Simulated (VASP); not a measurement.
A run of VASP 6.6.1 is set up as follows.

POSCAR

```
In
1.0
    3.4013916276      0.0000000000      0.0000000000
    0.3525311873      3.3830735679      0.0000000000
    0.0000000000      0.0000000000     26.3854997558
In
6
Direct
    0.5000000000      0.5000000000      0.2842470322
    0.0000000000      0.0000000000      0.3705482193
    0.5000000000      0.5000000000      0.4568494064
    0.0000000000      0.0000000000      0.5431505936
    0.5000000000      0.5000000000      0.6294517807
    0.0000000000      0.0000000000      0.7157529678
```

The input INCAR.step1:

```
  PREC = Accurate
  ENCUT = 520
  ISMEAR = 0
  SIGMA = 0.1
  LREAL = F
  LASPH = T
  NELM = 100
  LDIPOL = T
  IDIPOL = 3
  DIPOL = 0.5 0.5 0.500
  NBANDS = 48
  GGA = PE
  ALGO = Normal
  EDIFF = 1E-4
  LWAVE = T
  LCHARG = F
```

INCAR.step2

```
  PREC = Accurate
  ENCUT = 520
  EDIFF = 1E-7
  ISMEAR = 0
  SIGMA = 0.1
  LREAL = F
  LASPH = T
  NELM = 100
  ALGO = Normal
  ISIF = 2
  LWAVE = F
  LCHARG = T
  LDIPOL = T
  IDIPOL = 3
  DIPOL = 0.5 0.5 0.500
  METAGGA = R2SCAN
  LMIXTAU = T
  LELF = T
  LVHAR = T
  LVACPOTAV = T
  NBANDS = 48
  ISTART = 1
```

The input KPOINTS:

```
Automatic mesh
0
Gamma
  10 10 1
```

Potentials or basis: VASP PAW PBE potentials, release 64 (In_d).

The run is started by

```sh
$ cat potpaw_PBE.64/In_d/POTCAR > POTCAR
$ cp INCAR.step1 INCAR
$ mpirun -np 1 vasp_std > vasp.out
$ cp INCAR.step2 INCAR
$ mpirun -np 1 vasp_std > vasp.out
```

What does it give for the band gap on the k mesh?

Zero (band 39 reaches 5.02 eV, above the bottom of band 40 at 0.65 eV).

Estimate the largest force.

0.057 eV/Å.

Forces on the atoms (eV/Å):
```
In   0.000  0.000 -0.032
In   0.000  0.000 -0.038
In   0.000  0.000 -0.057
In   0.000  0.000  0.057
In   0.000  0.000  0.038
In   0.000  0.000  0.032
```

Caveat: the PAW data sets were made with another functional, which shifts forces and pressure a little; spin-orbit coupling is left out, which moves the levels of the heavy elements.
